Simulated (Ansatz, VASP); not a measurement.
**Two plane-wave programs on Ca**

Contents of INCAR:

```
SYSTEM = Ca
ALGO     = Fast           ! electronic algorithm
EDIFF    = 1E-7           ! SCF threshold, eV
ENCUT    = 520            ! plane-wave cutoff, eV
GGA      = PS             ! functional
ISIF     = 2              ! what is computed and relaxed
ISMEAR   = 0              ! smearing method
LASPH    = .True.         ! aspherical terms in the spheres
LCHARG   = .False.        ! write CHGCAR
LREAL    = .False.        ! projectors in reciprocal space
LWAVE    = .False.        ! write WAVECAR
NBANDS   = 11             ! bands
NELM     = 100            ! most SCF steps
PREC     = Accurate       ! precision mode
SIGMA    = 0.15           ! smearing width, eV
```

KPOINTS

```
k-points
0
Gamma
  14 14 14
  0 0 0
```

File POSCAR:

```
Ca
1.0
    0.0000000000      2.7942000000      2.7942000000
    2.8500840000      0.0000000000      2.7942000000
    2.8500840000      2.7942000000      0.0000000000
Ca
1
Direct
    0.0000000000      0.0000000000      0.0000000000
```

Input for Ansatz:

```yaml
crystal:
  lattice:
    - [0.0, 2.7942, 2.7942]
    - [2.850084, 0.0, 2.7942]
    - [2.850084, 2.7942, 0.0]
  atoms:
    - { symbol: Ca, position: [0.0, 0.0, 0.0] }
basis:
  ecutwfc: 420
kpoints:
  mp_grid: { grid: [14, 14, 14] }
hamiltonian:
  xc: pbesol
scf:
  occupations: { method: gaussian, width: 0.15 }
output:
  forces: true
  stress: true
  eigenvalues: true
  write_density: true
  write_potential: true
  elf: true
  volumetric_format: npy
```

Change from the starting cell: strain +0.0200 x Voigt [1, 0, 0, 0, 0, 0], atoms carried along.

Alike in both runs: task single point; functional PBEsol; k mesh 14 × 14 × 14; occupations gaussian, width 0.15 eV; no spin polarisation.

```csv
,VASP,Ansatz
version,VASP 6.6.1,Ansatz 0.2.0
potentials or method,"VASP PAW PBE potentials, release 64 (Ca_sv), cutoff 520 eV","scalar-relativistic, plane waves, PAW"
valence electrons in the cell,10,10
```

|  | VASP | Ansatz | Ansatz less VASP |
| --- | --- | --- | --- |
| gap on the k mesh at the Fermi level (eV) | none | none | - |
| pressure (GPa) | -1.4 | -1.4 | -0.01 |
| traceless stress, the component that is largest in VASP (GPa) | -0.11 | -0.11 | 0.000 |

VASP's potentials were made for PBE, not for PBEsol. A gap of «none» marks a metal or a gap that the smearing closes. The functional is the same, so the differences come from potentials, cutoffs and numerics.
